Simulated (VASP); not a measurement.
Wanted: the native input for a VASP 6.6.1 run.

- Task: single point
- Functional: PBEsol
- Potentials or basis: VASP PAW PBE potentials, release 64 (Mg)
- Cutoff: 520 eV
- k mesh: 17 × 17 × 17
- Occupations: fermi-dirac, width 0.1 eV
- Spin: no spin polarisation
- Dipole correction: no
- Further INCAR settings: ALGO = Normal; EDIFF = 1e-06; NBANDS = 7

The structure of Mg lies in POSCAR:

```
Mg
1.0
    2.2514200713      0.0000000000      0.0000000000
    0.0000000000      2.2514200713      0.0000000000
    0.0000000000      0.0000000000      2.2514200713
Mg
1
Direct
    0.0000000000      0.0000000000      0.0000000000
```

One way to write it, as run:

INCAR

```
  PREC = Accurate
  ENCUT = 520
  EDIFF = 1E-6
  ISMEAR = -1
  SIGMA = 0.1
  LREAL = False
  LASPH = True
  NELM = 80
  ALGO = Normal
  ISIF = 2
  LWAVE = False
  LCHARG = True
  GGA = PS
  LELF = True
  LVHAR = True
  NBANDS = 7
```

KPOINTS

```
regular mesh
0
Gamma
  17 17 17
```

Potentials or basis: VASP PAW PBE potentials, release 64 (Mg).

Command:

```bash
$ cat potpaw_PBE.64/Mg/POTCAR > POTCAR
$ mpirun -np 1 vasp_std > vasp.out
```

Results of the run:

- Pressure: 101.6 GPa
- Band gap on the k mesh: zero (band 1 reaches 13.66 eV, above the bottom of band 2 at 5.56 eV)

Caveat: the PAW data sets were made with another functional, which shifts forces and pressure a little.

It took 17 s on 1 thread of AMD EPYC 7R43 64-Core Processor (Zen 3) (shared host), peak memory 0.09 GiB.
